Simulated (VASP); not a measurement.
Ge: single point with PBEsol

Ge:

```
Ge
1.0
     1.39715   -2.61352    0.00000
     1.39715    2.61352    0.00000
     0.00000    0.00000    2.69823
Ge
1
Direct
  0.50000 0.50000 0.00000
```

This cell differs from its parent crystal: strain +0.0050 x Voigt [0, 1, 0, 0, 0, 0].

```json
{
 "Program": "VASP 6.6.1",
 "Task": "single point",
 "Functional": "PBEsol",
 "Potentials or basis": "VASP PAW PBE potentials, release 64 (Ge_d)",
 "Cutoff": "520 eV",
 "k mesh": "20 × 20 × 18",
 "Occupations": "gaussian, width 0.15 eV",
 "Spin": "no spin polarisation"
}
```

```yaml
Pressure: -4.5 GPa
Band_gap_on_the_k_mesh: zero (bands 7 and 8 overlap by 9.60 eV)
```

Stress tensor (GPa, compression positive):
```
-3.72  0.00  0.00
 0.00 -5.47  0.00
 0.00  0.00 -4.22
```

Levels at points of the mesh, in eV from the Fermi level:
| k point | band 4 | band 5 | band 6 | band 7 | band 8 | band 9 | band 10 | band 11 |
| --- | --- | --- | --- | --- | --- | --- | --- | --- |
| (0.00, 0.00, 0.00) | -24.46 | -24.44 | -12.85 | 6.67 | 6.98 | 8.58 | 10.17 | 12.31 |
| (0.50, 0.00, 0.00) | -24.47 | -24.47 | -7.81 | -5.28 | 3.35 | 7.37 | 10.51 | 16.42 |
| (0.50, 0.50, 0.00) | -24.48 | -24.45 | -8.72 | -5.51 | 5.23 | 9.16 | 9.81 | 15.70 |
| (0.00, 0.00, 0.50) | -24.51 | -24.48 | -9.06 | -5.69 | 9.80 | 11.41 | 15.89 | 15.93 |
| (0.50, 0.00, 0.50) | -24.47 | -24.37 | -3.65 | -2.21 | -1.61 | 3.62 | 6.23 | 11.54 |
| (0.50, 0.50, 0.50) | -24.47 | -24.39 | -4.67 | -2.37 | -2.30 | 3.21 | 8.12 | 13.46 |

Wall time 48 s on 1 thread of Intel(R) Xeon(R) 6975P-C (Granite Rapids) (shared host), peak memory 0.35 GiB.

Caveat: the cell differs from its parent crystal (strain +0.0050 x Voigt [0, 1, 0, 0, 0, 0]); the cell stands under tension; the PAW data sets were made with another functional, which shifts forces and pressure a little.
